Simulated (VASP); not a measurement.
# Al (Im-3m) in VASP: further runs

Al is run at these levels: r2SCAN; tasks: single point.

Program: VASP 6.6.1. These are calculated values, not measurements. Logs are shortened: lines on timing, memory, paths and dates and some standing lists are left out, and cuts for length are marked.

**1. The cell of the first run**

Symmetry: Im-3m, No. 229, cubic system. The conventional cell has a = 3.023 Å, b = 3.023 Å, c = 3.023 Å, α = 90.00°, β = 90.00°, γ = 90.00°. Al (site symmetry m-3m) has 14 Al at 2.62 to 3.02 Å within 3.5 Å.

**2. Single point, r2SCAN (strain -0.050 along x and y, -0.050 along z)**

File POSCAR:

```
Al
1.0
   -1.5116577555      1.5116577555      1.5116577555
    1.5116577555     -1.5116577555      1.5116577555
    1.5116577555      1.5116577555     -1.5116577555
Al
1
Direct
    0.0000000000      0.0000000000      0.0000000000
```

File INCAR.step1:

```
ALGO = Normal ; EDIFF = 1E-4
ENCUT = 520 ; GGA = PE
ISMEAR = 0 ; LASPH = T
LCHARG = F ; LREAL = F
LWAVE = T ; NBANDS = 8
NELM = 100 ; PREC = Accurate
SIGMA = 0.15
```

File INCAR.step2:

```
ALGO = Normal ; EDIFF = 1E-6
ENCUT = 520 ; ISIF = 2
ISMEAR = 0 ; ISTART = 1
LASPH = T ; LCHARG = F
LMIXTAU = T ; LREAL = F
LWAVE = F ; METAGGA = R2SCAN
NBANDS = 8 ; NELM = 100
PREC = Accurate ; SIGMA = 0.15
```

File KPOINTS:

```
k-points
0
Gamma
  20 20 20
```

Potentials or basis: VASP PAW PBE potentials, release 64 (Al).

On the command line:

```
> cat potpaw_PBE.64/Al/POTCAR > POTCAR
> cp INCAR.step1 INCAR
> mpirun -np 1 vasp_std > vasp.out
> cp INCAR.step2 INCAR
> mpirun -np 1 vasp_std > vasp.out
```

OUTCAR:

```text
EDIFF = 1E-6
   ENCUT = 520
   ISIF = 2
   ISMEAR = 0
   ISTART = 1
   LASPH = T
   LREAL = F
   METAGGA = R2SCAN
   NELM = 100
   PREC = Accurate

 ion  position               nearest neighbor table
   1  0.000  0.000  0.000-

  LATTYP: Found a body centered cubic cell.
 ALAT       =     3.0233155110

  Lattice vectors:

 A1 = (  -1.5116577555,   1.5116577555,   1.5116577555)
 A2 = (   1.5116577555,  -1.5116577555,   1.5116577555)
 A3 = (   1.5116577555,   1.5116577555,  -1.5116577555)

Analysis of symmetry for initial positions (statically):
=====================================================================
 Subroutine PRICEL returns:
 Original cell was already a primitive cell.

 Routine SETGRP: Setting up the symmetry group for a
 body centered cubic supercell.

 Subroutine GETGRP returns: Found 48 space group operations
 (whereof 48 operations were pure point group operations)
 out of a pool of 48 trial point group operations.

The static configuration has the point symmetry O_h .

Analysis of symmetry for dynamics (positions and initial velocities):
=====================================================================
 Subroutine PRICEL returns:
 Original cell was already a primitive cell.

 Routine SETGRP: Setting up the symmetry group for a
 body centered cubic supercell.

 Subroutine GETGRP returns: Found 48 space group operations
 (whereof 48 operations were pure point group operations)
 out of a pool of 48 trial point group operations.

The dynamic configuration has the point symmetry O_h .

 Subroutine INISYM returns: Found 48 space group operations
 (whereof 48 operations are pure point group operations),
 and found     1 'primitive' translations

----------------------------------------------------------------------------------------

                                     Primitive cell

  volume of cell :      13.8172

  direct lattice vectors                    reciprocal lattice vectors
    -1.511657755  1.511657755  1.511657755     0.000000000  0.330762700  0.330762700
     1.511657755 -1.511657755  1.511657755     0.330762700  0.000000000  0.330762700
     1.511657755  1.511657755 -1.511657755     0.330762700  0.330762700  0.000000000

  length of vectors
     2.618268036  2.618268036  2.618268036     0.467769096  0.467769096  0.467769096

  position of ions in fractional coordinates (direct lattice)
     0.000000000  0.000000000  0.000000000

  ion indices of the primitive-cell ions
   primitive index   ion index
                 1           1

----------------------------------------------------------------------------------------

 KPOINTS: k-points

Automatic generation of k-mesh.
 Grid dimensions read from file:
 generate k-points for:   20   20   20

 Generating k-lattice:

  Cartesian coordinates                     Fractional coordinates (reciprocal lattice)
     0.000000000  0.016538135  0.016538135     0.050000000  0.000000000  0.000000000
     0.016538135  0.000000000  0.016538135     0.000000000  0.050000000  0.000000000
     0.016538135  0.016538135  0.000000000     0.000000000  0.000000000  0.050000000

  Length of vectors
     0.023388455  0.023388455  0.023388455

  Shift w.r.t. Gamma in fractional coordinates (k-lattice)
     0.000000000  0.000000000  0.000000000

 Subroutine IBZKPT returns following result:
 ===========================================

 Found    256 irreducible k-points:

 Following reciprocal coordinates:
            Coordinates               Weight
  0.000000  0.000000  0.000000      1.000000
  0.050000  0.000000  0.000000     12.000000
  0.100000  0.000000  0.000000     12.000000
  0.150000  0.000000  0.000000     12.000000
  0.200000  0.000000  0.000000     12.000000
  0.250000  0.000000  0.000000     12.000000
[... 16 lines left out ...]
  0.200000  0.100000  0.000000     48.000000
  0.250000  0.100000  0.000000     48.000000
 [... further k-points ...]
   k-points           NKPTS =    256   k-points in BZ     NKDIM =    256   number of bands    NBANDS=      8
   number of dos      NEDOS =    301   number of ions     NIONS =      1
   total plane-waves  NPLWV =   8000
   dimension x,y,z NGX =    20 NGY =   20 NGZ =   20
   dimension x,y,z NGXF=    40 NGYF=   40 NGZF=   40
   ions per type =               1
   NGX,Y,Z   is equivalent  to a cutoff of  12.70, 12.70, 12.70 a.u.
   NGXF,Y,Z  is equivalent  to a cutoff of  25.40, 25.40, 25.40 a.u.
 SYSTEM =  unknown system
   PREC   = accura    normal or accurate (medium, high low for compatibility)
   ISTART =      1    job   : 0-new  1-cont  2-samecut
   ICHARG =      0    charge: 1-file 2-atom 10-const
   ISPIN  =      1    spin polarized calculation?
   LNONCOLLINEAR =      F non collinear calculations
   LSORBIT =      F    spin-orbit coupling
   LASPH  =      T    aspherical Exc in radial PAW
   ENCUT  =  520.0 eV  38.22 Ry    6.18 a.u.   4.87  4.87  4.87*2*pi/ulx,y,z
   NELM   =    100;   NELMIN=  2; NELMDL=  0     # of ELM steps
   EDIFF  = 0.1E-05   stopping-criterion for ELM
   LREAL  =      F    real-space projection
   EDIFFG = 0.1E-04   stopping-criterion for IOM
   NSW    =      0    number of steps for IOM
   IBRION =     -1    ionic relax: 0-MD 1-quasi-New 2-CG
   NFREE  =      0    steps in history (QN), initial steepest desc. (CG)
   ISIF   =      2    stress and relaxation
   ISYM   =      2    0-nonsym 1-usesym 2-fastsym
   POTIM  = 0.5000    time-step for ionic-motion
   TEBEG  =    0.0;   TEEND  =   0.0 temperature during run
   PSTRESS=    0.0 pullay stress
   NELECT =       3.0000    total number of electrons
   NUPDOWN=      -1.0000    fix difference up-down
   EMIN   =  10.00;   EMAX   =-10.00  energy-range for DOS
   EFERMI =   0.00;   METHOD = LEGACY
   ISMEAR =     0;   SIGMA  =   0.15  broadening in eV -4-tet -1-fermi 0-gaus
   EFERMI_NEDOS =   21; number of points for ismear=-14 and -15
   IALGO  =     38    algorithm
   IMIX   =      4    mixing-type and parameters
     AMIX     =   0.40;   BMIX     =  1.00
     AMIX_MAG =   1.60;   BMIX_MAG =  1.00
  volume/ion in A,a.u.               =      13.82        93.24
  Fermi-wavevector in a.u.,A,eV,Ry     =   0.983955  1.859405 13.172710  0.968167
  Thomas-Fermi vector in A             =   2.115151
   LORBIT       =      0    0 simple, 1 ext, 2 COOP (PROOUT), +10 PAW based schemes
   METAGGA = R2SCAN    functional components
   LHFCALC =     F    Hartree Fock is set to
   AEXX    =    0.0000 exact exchange contribution
   IVDW    =     0    specifies the selected vdW correction
   LEPSILON=     F    determine dielectric tensor
   LRPA    =     F    only Hartree local field effects (RPA)
 non-spin polarized calculation
 Gauss-broadening in eV      SIGMA  =   0.15
  energy-cutoff  :      520.00
  volume of cell :       13.82
 maximum number of plane-waves:       386
   NGX =  9   NGY =  9   NGZ =  9

 number of electron       3.0000000 magnetization

 Free energy of the ion-electron system (eV)
  ---------------------------------------------------
  ext. energy  EPLUGINS =         0.00000000
  ---------------------------------------------------
  free energy    TOTEN  =        -6.51238979 eV

  energy without entropy =       -6.50797919  energy(sigma->0) =       -6.51018449

 E-fermi :  10.0330     XC(G=0): -11.5884

 val. band max:       10.0086934288   @ k =   0.2500   0.1500   0.1500
 cond. band min:      10.0583878462   @ k =   0.3000   0.3000   0.0000
 fundamental gap:      0.0496944174
 Fermi energy:        10.0330167106

 k-point     1 :       0.0000    0.0000    0.0000
  band No.  band energies     occupation
      1      -3.1586      2.00000
      2      25.2082      0.00000
      3      25.2082      0.00000
      4      25.2082      0.00000
      5      28.7525      0.00000
      6      28.9339      0.00000
      7      28.9342      0.00000
      8      28.9342      0.00000

 k-point     2 :       0.0500    0.0000    0.0000
  band No.  band energies     occupation
      1      -3.0730      2.00000
      2      24.3302      0.00000
      3      24.8222      0.00000
      4      24.8532      0.00000
      5      27.7660      0.00000
      6      27.8612      0.00000
      7      29.1335      0.00000
      8      29.4281      0.00000

 k-point     3 :       0.1000    0.0000    0.0000
  band No.  band energies     occupation
      1      -2.8164      2.00000
      2      22.2425      0.00000
      3      23.9476      0.00000
      4      24.1058      0.00000
      5      26.6185      0.00000
      6      27.1874      0.00000
      7      29.3584      0.00000
      8      29.8373      0.00000

 k-point     4 :       0.1500    0.0000    0.0000
  band No.  band energies     occupation
      1      -2.3900      2.00000
      2      19.8242      0.00000
      3      22.9474      0.00000
      4      23.2984      0.00000
      5      25.5523      0.00000
      6      26.6460      0.00000
      7      29.7550      0.00000
      8      30.1826      0.00000

 k-point     5 :       0.2000    0.0000    0.0000
  band No.  band energies     occupation
      1      -1.7956      2.00000
      2      17.3998      0.00000
      3      21.9887      0.00000
      4      22.5493      0.00000
      5      24.6116      0.00000
      6      26.0905      0.00000
      7      30.3409      0.00000
      8      30.6145      0.00000
[... 177 lines left out ...]
 k-point    22 :       0.1500    0.1000    0.0000
  band No.  band energies     occupation
      1      -1.5418      2.00000
      2      17.5009      0.00000
      3      19.2030      0.00000
      4      22.2478      0.00000
      5      25.6721      0.00000
      6      27.1623      0.00000
      7      29.7884      0.00000
      8      31.5028      0.00000

 k-point    23 :       0.2000    0.1000    0.0000
  band No.  band energies     occupation
      1      -0.7837      2.00000
      2      15.2231      0.00000
      3      18.3380      0.00000
      4      21.5465      0.00000
      5      25.0439      0.00000
      6      27.2679      0.00000
      7      29.6461      0.00000
      8      32.8072      0.00000

 k-point    24 :       0.2500    0.1000    0.0000
  band No.  band energies     occupation
      1       0.1359      2.00000
      2      13.0251      0.00000
      3      17.6396      0.00000
      4      20.9529      0.00000
      5      24.4574      0.00000
      6      27.1944      0.00000
      7      29.9269      0.00000
      8      33.9379      0.00000

 [... further k-points ...]
[... 5 lines left out ...]
  --------------------------------------------------------------------------------------
  -------------------------------------------------------------------------------------
  Total        1.5386464      1.5386464      1.5386464     -0.0000000      0.0000000     -0.0000000
  in kB      178.4140190    178.4140190    178.4140190     -0.0000000      0.0000000     -0.0000000
  external PRESSURE =     178.4140190 kB  Pullay stress =       0.0000000 kB

 VOLUME and BASIS-vectors are now :
 -----------------------------------------------------------------------------
  energy-cutoff  :      520.00
  volume of cell :       13.82
      direct lattice vectors                 reciprocal lattice vectors
    -1.511657755  1.511657755  1.511657755     0.000000000  0.330762700  0.330762700
     1.511657755 -1.511657755  1.511657755     0.330762700  0.000000000  0.330762700
     1.511657755  1.511657755 -1.511657755     0.330762700  0.330762700  0.000000000

 POSITION                                       TOTAL-FORCE (eV/Angst)
 -----------------------------------------------------------------------------------
      0.00000      0.00000      0.00000         0.000000     -0.000000     -0.000000
 -----------------------------------------------------------------------------------
    total drift:                                0.000000      0.000000     -0.000000

  FREE ENERGIE OF THE ION-ELECTRON SYSTEM (eV)
  ---------------------------------------------------
  free  energy   TOTEN  =        -6.5123897918 eV

  energy  without entropy=       -6.5079791860  energy(sigma->0) =       -6.51018449
```

Run time: 46 s. Hardware: 1 thread of Intel Xeon 6975P-C (Granite Rapids), shared host; peak memory 0.14 GiB.

Results:

| Item | Value |
| --- | --- |
| Free energy | -6.5124 eV |
| Pressure | 17.8 GPa |

Caveat: the cell differs from its parent crystal (strain -0.050 along x and y, -0.050 along z); the PAW data sets were made with another functional, which shifts forces and pressure a little.

**3. Single point, r2SCAN (strain -0.025 along x and y, -0.025 along z)**

File POSCAR:

```
Al
1.0
   -1.5514382228      1.5514382228      1.5514382228
    1.5514382228     -1.5514382228      1.5514382228
    1.5514382228      1.5514382228     -1.5514382228
Al
1
Direct
    0.0000000000      0.0000000000      0.0000000000
```

Changes to INCAR.step1 since step 2:

```diff
@@ -5,3 +5,3 @@
 LWAVE = T ; NBANDS = 8
-NELM = 100 ; PREC = Accurate
+NELM = 80 ; PREC = Accurate
 SIGMA = 0.15
```

File INCAR.step2:

```
ALGO = Normal ; EDIFF = 1E-7
ENCUT = 520 ; ISIF = 2
ISMEAR = 0 ; ISTART = 1
LASPH = T ; LCHARG = T
LELF = T ; LMIXTAU = T
LREAL = F ; LVHAR = T
LWAVE = F ; METAGGA = R2SCAN
NBANDS = 8 ; NELM = 80
PREC = Accurate ; SIGMA = 0.15
```

KPOINTS is that of step 2.

Potentials or basis: VASP PAW PBE potentials, release 64 (Al).

On the command line:

```
> cat potpaw_PBE.64/Al/POTCAR > POTCAR
> cp INCAR.step1 INCAR
> mpirun -np 1 vasp_std > vasp.out
> cp INCAR.step2 INCAR
> mpirun -np 1 vasp_std > vasp.out
```

Wall time 37 s (1 thread of Intel Xeon 6975P-C (Granite Rapids), shared host); peak memory 0.14 GiB.

Results (log left out):

- Free energy: -6.5990 eV
- Pressure: 7.6 GPa

Levels at points of the mesh, in eV from the Fermi level:
| k point | band 1 | band 2 | band 3 | band 4 | band 5 | band 6 |
| --- | --- | --- | --- | --- | --- | --- |
| (0.00, 0.00, 0.00) | -12.59 | 14.66 | 14.66 | 14.66 | 17.53 | 17.53 |
| (0.50, 0.00, 0.00) | -5.11 | -4.13 | 8.91 | 9.65 | 11.36 | 13.18 |
| (0.50, 0.50, 0.50) | 2.19 | 2.19 | 2.19 | 2.79 | 2.79 | 7.80 |

Caveat: the cell differs from its parent crystal (strain -0.025 along x and y, -0.025 along z); the PAW data sets were made with another functional, which shifts forces and pressure a little.

**4. Single point, r2SCAN (strain +0.025 along x and y, +0.025 along z)**

File POSCAR:

```
Al
1.0
   -1.6309991572      1.6309991572      1.6309991572
    1.6309991572     -1.6309991572      1.6309991572
    1.6309991572      1.6309991572     -1.6309991572
Al
1
Direct
    0.0000000000      0.0000000000      0.0000000000
```

File INCAR.step1:

```
SYSTEM = Al
PREC = Accurate
ENCUT = 520
ISMEAR = 0
SIGMA = 0.15
LREAL = .False.
LASPH = .True.
NELM = 80
NBANDS = 8
GGA = PE
ALGO = Normal
EDIFF = 1E-4
LWAVE = .True.
LCHARG = .False.
```

File INCAR.step2:

```
SYSTEM = Al
PREC = Accurate
ENCUT = 520
EDIFF = 1E-6
ISMEAR = 0
SIGMA = 0.15
LREAL = .False.
LASPH = .True.
NELM = 80
ALGO = Normal
ISIF = 2
LWAVE = .False.
LCHARG = .True.
METAGGA = R2SCAN
LMIXTAU = .True.
LELF = .True.
LVHAR = .True.
NBANDS = 8
ISTART = 1
```

File KPOINTS:

```
Automatic mesh
0
Gamma
  20 20 20
  0 0 0
```

On the command line:

```
> cat potpaw_PBE.64/Al/POTCAR > POTCAR
> cp INCAR.step1 INCAR
> mpirun -np 1 vasp_std > vasp.out
> cp INCAR.step2 INCAR
> mpirun -np 1 vasp_std > vasp.out
```

It took 31 s on 1 thread of Intel Xeon 6975P-C (Granite Rapids), shared host; peak memory 0.15 GiB.

The run converged. Its results:

| Property | Result |
| --- | --- |
| Free energy | -6.6051 eV |
| Pressure | -5.1 GPa |

Levels at points of the mesh, in eV from the Fermi level:
| k point | band 1 | band 2 | band 3 | band 4 | band 5 |
| --- | --- | --- | --- | --- | --- |
| (0.00, 0.00, 0.00) | -11.51 | 13.73 | 13.73 | 13.73 | 15.14 |
| (0.50, 0.00, 0.00) | -4.52 | -3.95 | 8.42 | 8.56 | 10.28 |
| (0.50, 0.50, 0.50) | 1.92 | 1.92 | 1.92 | 3.05 | 3.05 |

Caveat: the cell differs from its parent crystal (strain +0.025 along x and y, +0.025 along z); the PAW data sets were made with another functional, which shifts forces and pressure a little.

**5. Single point, r2SCAN (strain +0.050 along x and y, +0.050 along z)**

File POSCAR:

```
Al
1.0
   -1.6707796245      1.6707796245      1.6707796245
    1.6707796245     -1.6707796245      1.6707796245
    1.6707796245      1.6707796245     -1.6707796245
Al
1
Direct
    0.0000000000      0.0000000000      0.0000000000
```

File INCAR.step1:

```
SYSTEM = Al
PREC = Accurate ; ENCUT = 520
ISMEAR = 0 ; SIGMA = 0.15
LREAL = .FALSE. ; LASPH = .TRUE.
NELM = 80 ; NBANDS = 8
GGA = PE ; ALGO = Normal
EDIFF = 1E-4 ; LWAVE = .TRUE.
LCHARG = .FALSE.
```

File INCAR.step2:

```
SYSTEM = Al
PREC = Accurate ; ENCUT = 520
EDIFF = 1E-6 ; ISMEAR = 0
SIGMA = 0.15 ; LREAL = .FALSE.
LASPH = .TRUE. ; NELM = 80
ALGO = Normal ; ISIF = 2
LWAVE = .FALSE. ; LCHARG = .TRUE.
METAGGA = R2SCAN ; LMIXTAU = .TRUE.
LELF = .TRUE. ; LVHAR = .TRUE.
NBANDS = 8 ; ISTART = 1
```

File KPOINTS:

```
Automatic mesh
0
G
  20 20 20
  0 0 0
```

On the command line:

```
> cat potpaw_PBE.64/Al/POTCAR > POTCAR
> cp INCAR.step1 INCAR
> mpirun -np 1 vasp_std > vasp.out
> cp INCAR.step2 INCAR
> mpirun -np 1 vasp_std > vasp.out
```

Wall time 33 s (1 thread of Intel Xeon 6975P-C (Granite Rapids), shared host); peak memory 0.16 GiB.

It converged, with:

* Free energy: -6.5481 eV
* Pressure: -8.6 GPa

Levels at points of the mesh, in eV from the Fermi level:
```csv
k point,band 1,band 2,band 3,band 4,band 5
"(0.00, 0.00, 0.00)",-11.01,13.32,13.32,13.32,14.11
"(0.50, 0.00, 0.00)",-4.24,-3.87,7.89,8.41,9.79
"(0.50, 0.50, 0.50)",1.81,1.81,1.81,3.17,3.17
```

Caveat: the cell differs from its parent crystal (strain +0.050 along x and y, +0.050 along z); the PAW data sets were made with another functional, which shifts forces and pressure a little.

**6. Summary**

| cell | gap on the mesh (eV) | pressure (GPa) |
| --- | --- | --- |
| a = 2.618 Å, angles 109.5°, 1 atom | none | 17.8 |
| a = 2.687 Å, angles 109.5°, 1 atom | none | 7.6 |
| a = 2.825 Å, angles 109.5°, 1 atom | none | -5.1 |
| a = 2.894 Å, angles 109.5°, 1 atom | none | -8.6 |

Alike in all rows: task single point; level r2SCAN; potentials or basis VASP PAW PBE potentials, release 64 (Al); no spin polarisation; k mesh 20 × 20 × 20; cutoff (eV) 520; smearing gaussian 0.15 eV.

Caveats: the PAW data sets were made with another functional, which shifts forces and pressure a little.

Absolute energies hang on the potentials; compare differences alone.
